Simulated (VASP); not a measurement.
# Mo (P6/mmm) in VASP: further runs

The runs below take Mo through single point, relaxation of shape and atoms at fixed volume, with PBEsol.

All numbers are computed with VASP 6.6.1; they aren't measurements. Logs are shortened: lines on timing, memory, paths and dates and some standing lists are left out, and cuts for length are marked.

### Step 1. The cell of the first run

Symmetry: P6/mmm, No. 191, hexagonal system. Conventional cell: a = 2.770 Å, b = 2.770 Å, c = 2.492 Å, α = 90.00°, β = 90.00°, γ = 120.00°. Mo (site symmetry 6/mmm) has 8 Mo at 2.49 to 2.77 Å within 3.3 Å.

### Step 2. Single point, PBEsol

INCAR

```
  ALGO = Normal
  EDIFF = 1E-6
  ENCUT = 520
  GGA = PS
  ISIF = 2
  ISMEAR = -1
  LASPH = True
  LCHARG = False
  LREAL = False
  LWAVE = False
  NBANDS = 13
  NELM = 100
  PREC = Accurate
  SIGMA = 0.15
```

KPOINTS

```
k-points
0
Gamma
  11 11 11
```

POSCAR

```
Mo
1.0
    2.7699099470      0.0000000000      0.0000000000
   -1.3849549735      2.3988123803      0.0000000000
    0.0000000000      0.0000000000      2.4921087106
Mo
1
Direct
    0.0000000000      0.0000000000      0.5000000000
```

Potentials or basis: VASP PAW PBE potentials, release 64 (Mo_sv).

Started as:

```console
> cat potpaw_PBE.64/Mo_sv/POTCAR > POTCAR
> mpirun -np 1 vasp_std > vasp.out
```

OUTCAR:

```text
EDIFF = 1E-6
   ENCUT = 520
   GGA = PS
   ISIF = 2
   ISMEAR = -1
   LASPH = True
   LREAL = False
   NELM = 100
   PREC = Accurate

 ion  position               nearest neighbor table
   1  0.000  0.000  0.500-

  LATTYP: Found a hexagonal cell.
 ALAT       =     2.7699099470
 C/A-ratio  =     0.8997074845

  Lattice vectors:

 A1 = (   2.7699099470,   0.0000000000,   0.0000000000)
 A2 = (  -1.3849549735,   2.3988123803,   0.0000000000)
 A3 = (   0.0000000000,   0.0000000000,   2.4921087106)

Analysis of symmetry for initial positions (statically):
=====================================================================
 Subroutine PRICEL returns:
 Original cell was already a primitive cell.

 Routine SETGRP: Setting up the symmetry group for a
 hexagonal supercell.

 Subroutine GETGRP returns: Found 24 space group operations
 (whereof 24 operations were pure point group operations)
 out of a pool of 24 trial point group operations.

The static configuration has the point symmetry D_6h.

Analysis of symmetry for dynamics (positions and initial velocities):
=====================================================================
 Subroutine PRICEL returns:
 Original cell was already a primitive cell.

 Routine SETGRP: Setting up the symmetry group for a
 hexagonal supercell.

 Subroutine GETGRP returns: Found 24 space group operations
 (whereof 24 operations were pure point group operations)
 out of a pool of 24 trial point group operations.

The dynamic configuration has the point symmetry D_6h.

 Subroutine INISYM returns: Found 24 space group operations
 (whereof 24 operations are pure point group operations),
 and found     1 'primitive' translations

----------------------------------------------------------------------------------------

                                     Primitive cell

  volume of cell :      16.5588

  direct lattice vectors                    reciprocal lattice vectors
     2.769909947  0.000000000  0.000000000     0.361022567  0.208436476  0.000000000
    -1.384954973  2.398812380  0.000000000     0.000000000  0.416872953  0.000000000
     0.000000000  0.000000000  2.492108711     0.000000000  0.000000000  0.401266604

  length of vectors
     2.769909947  2.769909947  2.492108711     0.416872953  0.416872953  0.401266604

  position of ions in fractional coordinates (direct lattice)
     0.000000000  0.000000000  0.500000000

  ion indices of the primitive-cell ions
   primitive index   ion index
                 1           1

----------------------------------------------------------------------------------------

 KPOINTS: k-points

Automatic generation of k-mesh.
 Grid dimensions read from file:
 generate k-points for:   11   11   11

 Generating k-lattice:

  Cartesian coordinates                     Fractional coordinates (reciprocal lattice)
     0.032820233  0.018948771  0.000000000     0.090909091  0.000000000  0.000000000
     0.000000000  0.037897541  0.000000000     0.000000000  0.090909091  0.000000000
     0.000000000  0.000000000  0.036478782     0.000000000  0.000000000  0.090909091

  Length of vectors
     0.037897541  0.037897541  0.036478782

  Shift w.r.t. Gamma in fractional coordinates (k-lattice)
     0.000000000  0.000000000  0.000000000

 Subroutine IBZKPT returns following result:
 ===========================================

 Found     96 irreducible k-points:

 Following reciprocal coordinates:
            Coordinates               Weight
  0.000000  0.000000  0.000000      1.000000
  0.090909  0.000000  0.000000      6.000000
  0.181818 -0.000000  0.000000      6.000000
  0.272727  0.000000  0.000000      6.000000
  0.363636  0.000000  0.000000      6.000000
  0.454545  0.000000  0.000000      6.000000
[... 16 lines left out ...]
  0.090909  0.090909  0.090909     12.000000
  0.181818  0.090909  0.090909     24.000000
 [... further k-points ...]
   k-points           NKPTS =     96   k-points in BZ     NKDIM =     96   number of bands    NBANDS=     13
   number of dos      NEDOS =    301   number of ions     NIONS =      1
   total plane-waves  NPLWV =  11520
   dimension x,y,z NGX =    24 NGY =   24 NGZ =   20
   dimension x,y,z NGXF=    48 NGYF=   48 NGZF=   40
   ions per type =               1
   NGX,Y,Z   is equivalent  to a cutoff of  14.40, 14.40, 13.34 a.u.
   NGXF,Y,Z  is equivalent  to a cutoff of  28.81, 28.81, 26.68 a.u.
 SYSTEM =  unknown system
   PREC   = accura    normal or accurate (medium, high low for compatibility)
   ISTART =      0    job   : 0-new  1-cont  2-samecut
   ICHARG =      2    charge: 1-file 2-atom 10-const
   ISPIN  =      1    spin polarized calculation?
   LNONCOLLINEAR =      F non collinear calculations
   LSORBIT =      F    spin-orbit coupling
   LASPH  =      T    aspherical Exc in radial PAW
   ENCUT  =  520.0 eV  38.22 Ry    6.18 a.u.   5.15  5.15  4.63*2*pi/ulx,y,z
   NELM   =    100;   NELMIN=  2; NELMDL= -5     # of ELM steps
   EDIFF  = 0.1E-05   stopping-criterion for ELM
   LREAL  =      F    real-space projection
   EDIFFG = 0.1E-04   stopping-criterion for IOM
   NSW    =      0    number of steps for IOM
   IBRION =     -1    ionic relax: 0-MD 1-quasi-New 2-CG
   NFREE  =      0    steps in history (QN), initial steepest desc. (CG)
   ISIF   =      2    stress and relaxation
   ISYM   =      2    0-nonsym 1-usesym 2-fastsym
   POTIM  = 0.5000    time-step for ionic-motion
   TEBEG  =    0.0;   TEEND  =   0.0 temperature during run
   PSTRESS=    0.0 pullay stress
   NELECT =      14.0000    total number of electrons
   NUPDOWN=      -1.0000    fix difference up-down
   EMIN   =  10.00;   EMAX   =-10.00  energy-range for DOS
   EFERMI =   0.00;   METHOD = LEGACY
   ISMEAR =    -1;   SIGMA  =   0.15  broadening in eV -4-tet -1-fermi 0-gaus
   EFERMI_NEDOS =   21; number of points for ismear=-14 and -15
   IALGO  =     38    algorithm
   IMIX   =      4    mixing-type and parameters
     AMIX     =   0.40;   BMIX     =  1.00
     AMIX_MAG =   1.60;   BMIX_MAG =  1.00
  volume/ion in A,a.u.               =      16.56       111.74
  Fermi-wavevector in a.u.,A,eV,Ry     =   1.548013  2.925320 32.604233  2.396344
  Thomas-Fermi vector in A             =   2.653024
   LORBIT       =      0    0 simple, 1 ext, 2 COOP (PROOUT), +10 PAW based schemes
   GGA     = PS    functional components
   LHFCALC =     F    Hartree Fock is set to
   AEXX    =    0.0000 exact exchange contribution
   IVDW    =     0    specifies the selected vdW correction
   LEPSILON=     F    determine dielectric tensor
   LRPA    =     F    only Hartree local field effects (RPA)
 non-spin polarized calculation
  energy-cutoff  :      520.00
  volume of cell :       16.56
 maximum number of plane-waves:       456
 NGX is ok and might be reduce to    24

 number of electron      14.0000000 magnetization

 Free energy of the ion-electron system (eV)
  ---------------------------------------------------
  ext. energy  EPLUGINS =         0.00000000
  ---------------------------------------------------
  free energy    TOTEN  =       -10.91796798 eV

  energy without entropy =      -10.85116588  energy(sigma->0) =      -10.88456693

 E-fermi :  11.3883     XC(G=0): -13.1163

 val. band max:       11.3467304080   @ k =   0.3636   0.0000   0.3636
 cond. band min:      11.4050759912   @ k =   0.0909   0.0909   0.0909
 fundamental gap:      0.0583455832
 Fermi energy:        11.3883213906

 k-point     1 :       0.0000    0.0000    0.0000
  band No.  band energies     occupation
      1     -49.5374      2.00000
      2     -22.8998      2.00000
      3     -22.8998      2.00000
      4     -22.5993      2.00000
      5       4.6095      2.00000
      6       7.0091      2.00000
      7      10.4626      1.99583
      8      10.4626      1.99583
      9      15.6938      0.00000
     10      15.6938      0.00000
     11      24.1454      0.00000
     12      28.1587      0.00000
     13      31.4545      0.00000

 k-point     2 :       0.0909    0.0000    0.0000
  band No.  band energies     occupation
      1     -49.5220      2.00000
      2     -23.0050      2.00000
      3     -22.9234      2.00000
      4     -22.5889      2.00000
      5       4.9214      2.00000
      6       7.1292      2.00000
      7      10.1648      1.99943
      8      10.7482      1.97236
      9      15.3997      0.00000
     10      15.6434      0.00000
     11      24.8428      0.00000
     12      28.7518      0.00000
     13      30.0883      0.00000

 k-point     3 :       0.1818   -0.0000    0.0000
  band No.  band energies     occupation
      1     -49.4805      2.00000
      2     -23.2818      2.00000
      3     -22.9862      2.00000
      4     -22.5610      2.00000
      5       5.7185      2.00000
      6       7.4472      2.00000
      7       9.6040      1.99999
      8      11.5734      0.45102
      9      14.6986      0.00000
     10      15.5106      0.00000
     11      26.1257      0.00000
     12      28.2302      0.00000
     13      29.4114      0.00000
[... 305 lines left out ...]
 k-point    23 :       0.0909    0.0909    0.0909
  band No.  band energies     occupation
      1     -49.4698      2.00000
      2     -23.1716      2.00000
      3     -22.9568      2.00000
      4     -22.7474      2.00000
      5       5.7482      2.00000
      6       7.7188      2.00000
      7       9.7560      1.99996
      8      11.4051      0.94421
      9      14.4907      0.00000
     10      15.0901      0.00000
     11      26.0687      0.00000
     12      28.0394      0.00000
     13      29.5150      0.00000

 k-point    24 :       0.1818    0.0909    0.0909
  band No.  band energies     occupation
      1     -49.4218      2.00000
      2     -23.4670      2.00000
      3     -23.0449      2.00000
      4     -22.7126      2.00000
      5       6.6349      2.00000
      6       8.0563      2.00000
      7       9.2732      2.00000
      8      12.4803      0.00138
      9      13.8925      0.00000
     10      14.8691      0.00000
     11      26.2012      0.00000
     12      27.4565      0.00000
     13      29.6127      0.00000

 [... further k-points ...]
[... 5 lines left out ...]
  --------------------------------------------------------------------------------------
  -------------------------------------------------------------------------------------
  Total       -0.3997284     -0.3997284     -0.3625380      0.0000000     -0.0000000      0.0000000
  in kB      -38.6764581    -38.6764581    -35.0780351      0.0000000     -0.0000000      0.0000000
  external PRESSURE =     -37.4769838 kB  Pullay stress =       0.0000000 kB

 VOLUME and BASIS-vectors are now :
 -----------------------------------------------------------------------------
  energy-cutoff  :      520.00
  volume of cell :       16.56
      direct lattice vectors                 reciprocal lattice vectors
     2.769909947  0.000000000  0.000000000     0.361022567  0.208436476  0.000000000
    -1.384954973  2.398812380  0.000000000     0.000000000  0.416872953  0.000000000
     0.000000000  0.000000000  2.492108711     0.000000000  0.000000000  0.401266604

 POSITION                                       TOTAL-FORCE (eV/Angst)
 -----------------------------------------------------------------------------------
      0.00000      0.00000      1.24605         0.000000      0.000000      0.000000
 -----------------------------------------------------------------------------------
    total drift:                                0.000000      0.000000     -0.000000

  FREE ENERGIE OF THE ION-ELECTRON SYSTEM (eV)
  ---------------------------------------------------
  free  energy   TOTEN  =       -10.9179679802 eV

  energy  without entropy=      -10.8511658783  energy(sigma->0) =      -10.88456693
```

It took 16 s on 1 thread of Intel Xeon 8259CL, shared host; peak memory 0.14 GiB.

Results:

```yaml
Free_energy: -10.9180 eV
Pressure: -3.7 GPa
Band_gap_on_the_k_mesh: zero (band 7 reaches 12.14 eV, above the bottom of band 8 at 10.46 eV)
```

Levels at points of the mesh, in eV from the Fermi level:
```tsv
k point	band 4	band 5	band 6	band 7	band 8	band 9	band 10	band 11
(0.00, 0.00, 0.00)	-33.99	-6.78	-4.38	-0.93	-0.93	4.31	4.31	12.76
```

Caveat: the PAW data sets were made with another functional, which shifts forces and pressure a little.

### Step 3. Relaxation of shape and atoms at fixed volume, PBEsol

This run uses another cell than the first one, of the same volume but with other edges.

INCAR

```
SYSTEM = Mo
PREC = Accurate
ENCUT = 600
EDIFF = 1E-7
ISMEAR = -1
SIGMA = 0.15
LREAL = .FALSE.
LASPH = .TRUE.
NELM = 80
ALGO = Normal
ISIF = 4
LWAVE = .FALSE.
LCHARG = .FALSE.
GGA = PS
IBRION = 2
NSW = 80
EDIFFG = -0.01
```

KPOINTS

```
Automatic mesh
0
G
  11 11 11
  0 0 0
```

POSCAR

```
Mo
1.0
    2.7355100000      0.0000000000      0.0000000000
   -1.3677550000      2.3690211523      0.0000000000
    0.0000000000      0.0000000000      2.5551810000
Mo
1
Direct
    0.0000000000      0.0000000000      0.5000000000
```

Potentials or basis: VASP PAW PBE potentials, release 64 (Mo_sv).

Started as:

```console
> cat potpaw_PBE.64/Mo_sv/POTCAR > POTCAR
> mpirun -np 1 vasp_std > vasp.out
```

OUTCAR:

```text
SYSTEM = Mo
   PREC = Accurate
   ENCUT = 600
   EDIFF = 1E-7
   ISMEAR = -1
   LREAL = .FALSE.
   LASPH = .TRUE.
   NELM = 80
   ISIF = 4
   GGA = PS
   IBRION = 2
   NSW = 80
   EDIFFG = -0.01

 ion  position               nearest neighbor table
   1  0.000  0.000  0.500-

  LATTYP: Found a hexagonal cell.
 ALAT       =     2.7355100000
 C/A-ratio  =     0.9340784717

  Lattice vectors:

 A1 = (   2.7355100000,   0.0000000000,   0.0000000000)
 A2 = (  -1.3677550000,   2.3690211523,   0.0000000000)
 A3 = (   0.0000000000,   0.0000000000,   2.5551810000)

Analysis of symmetry for initial positions (statically):
=====================================================================
 Subroutine PRICEL returns:
 Original cell was already a primitive cell.

 Routine SETGRP: Setting up the symmetry group for a
 hexagonal supercell.

 Subroutine GETGRP returns: Found 24 space group operations
 (whereof 24 operations were pure point group operations)
 out of a pool of 24 trial point group operations.
[... 169 lines left out ...]
  -------------------------------------------------------------------------------------
  Total        0.0052254      0.0052254     -1.1956967      0.0000000      0.0000000      0.0000000
  in kB        0.5055975      0.5055975   -115.6918282      0.0000000      0.0000000      0.0000000
  external PRESSURE =     -38.2268777 kB  Pullay stress =       0.0000000 kB
[... 57 lines left out ...]
--------------------------------------- Ionic step        3  -------------------------------------------

 number of electron      14.0000000 magnetization

 Free energy of the ion-electron system (eV)
  ---------------------------------------------------
  ext. energy  EPLUGINS =         0.00000000
  ---------------------------------------------------
  free energy    TOTEN  =       -10.91801798 eV

  energy without entropy =      -10.85126690  energy(sigma->0) =      -10.88464244

 E-fermi :  11.3913     XC(G=0): -13.1163

 val. band max:       11.3567799187   @ k =   0.3636  -0.0000   0.3636
 cond. band min:      11.4082648508   @ k =   0.0909   0.0909   0.0909
 fundamental gap:      0.0514849321
 Fermi energy:        11.3912990340

 k-point     1 :       0.0000    0.0000    0.0000
  band No.  band energies     occupation
      1     -49.5364      2.00000
      2     -22.8973      2.00000
      3     -22.8973      2.00000
      4     -22.6057      2.00000
      5       4.6095      2.00000
      6       7.0123      2.00000
      7      10.4648      1.99585
      8      10.4648      1.99585
      9      15.6883      0.00000
     10      15.6883      0.00000
     11      24.1549      0.00000
[... 309 lines left out ...]
 k-point    24 :       0.1818    0.0909    0.0909
  band No.  band energies     occupation
      1     -49.4206      2.00000
      2     -23.4666      2.00000
      3     -23.0431      2.00000
      4     -22.7176      2.00000
      5       6.6353      2.00000
      6       8.0604      2.00000
      7       9.2748      2.00000
      8      12.4846      0.00137
      9      13.8837      0.00000
     10      14.8647      0.00000
     11      26.2075      0.00000

 [... further k-points ...]
[... 5 lines left out ...]
  --------------------------------------------------------------------------------------
  -------------------------------------------------------------------------------------
  Total       -0.3974694     -0.3974694     -0.3970864      0.0000000      0.0000000      0.0000000
  in kB      -38.4578820    -38.4578820    -38.4208286      0.0000000      0.0000000      0.0000000
  external PRESSURE =     -38.4455309 kB  Pullay stress =       0.0000000 kB
[... 16 lines left out ...]
  FREE ENERGIE OF THE ION-ELECTRON SYSTEM (eV)
  ---------------------------------------------------
  free  energy   TOTEN  =       -10.9180179771 eV

  energy  without entropy=      -10.8512668985  energy(sigma->0) =      -10.88464244

 reached required accuracy - stopping structural energy minimisation
```

CONTCAR:

```text
Mo
   1.00000000000000
     2.7687828027229808    0.0000000000000000    0.0000000000000000
    -1.3843914013614904    2.3978362447131301    0.0000000000000000
     0.0000000000000000    0.0000000000000000    2.4941381495594124
  Mo
     1
Direct
     0.0000000000000000    0.0000000000000000    0.5000000000000000

  0.00000000E+00  0.00000000E+00  0.00000000E+00
```

Run time: 30 s. Hardware: 1 thread of Intel Xeon 8259CL, shared host; peak memory 0.15 GiB.

Results:

| Item | Value |
| --- | --- |
| Free energy | -10.9180 eV |
| Energy gained by relaxing | 14.5 meV/atom |
| Ionic steps | 3 |
| Pressure after relaxing | -3.8 GPa |
| Band gap on the k mesh | zero (band 7 reaches 12.14 eV, above the bottom of band 8 at 10.46 eV) |

Step by step:
```
step  energy change (eV)  largest force (eV/Å)  pressure (GPa)  volume (Å³)
   1              0.0000                0.0000           -3.82        16.56
   2             -0.0091                0.0000           -3.34        16.56
   3             -0.0145                0.0000           -3.84        16.56
```

Final structure:
```
Mo
1.0
     2.76878    0.00000    0.00000
    -1.38439    2.39784    0.00000
     0.00000    0.00000    2.49414
Mo
1
Direct
  0.00000 0.00000 0.50000
```

Caveat: the PAW data sets were made with another functional, which shifts forces and pressure a little.
